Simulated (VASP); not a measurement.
HfN:

```
Hf N
1.0
     0.00000    2.27390    2.27390
     2.27390    0.00000    2.27390
     2.27390    2.27390    0.00000
Hf N
1 1
Direct
  0.97436 0.03112 0.98516
  0.52564 0.46888 0.51484
```

| Property | Result |
| --- | --- |
| Program | VASP 6.6.1 |
| Task | relaxation of the atoms |
| Functional | PBE |
| Potentials or basis | VASP PAW PBE potentials, release 64 (Hf_pv, N) |
| Cutoff | 520 eV |
| k mesh | 12 × 12 × 12 |
| Occupations | gaussian, width 0.15 eV |
| Spin | no spin polarisation |

At the start: pressure 2.8 GPa; volume 11.76 Å³/atom.

Task: Where does the relaxation end?

Result: Over 5 steps the energy falls by 111.1 meV/atom; space group Cm (No. 8, to 0.1 Å) before, Fm-3m (No. 225, to 0.1 Å).

Step by step:
| step | energy change (eV) | largest force (eV/Å) | pressure (GPa) |
| --- | --- | --- | --- |
| 1 | 0.0000 | 2.2672 | 2.78 |
| 2 | -0.2201 | 0.2202 | -2.35 |
| 3 | -0.2220 | 0.0735 | -2.40 |
| 4 | -0.2220 | 0.0827 | -2.40 |
| 5 | -0.2223 | 0.0042 | -2.40 |

Final structure:
```
Hf N
1.0
     0.00000    2.27390    2.27390
     2.27390    0.00000    2.27390
     2.27390    2.27390    0.00000
Hf N
1 1
Direct
  0.99998 0.00000 0.99996
  0.50002 0.50000 0.50004
```
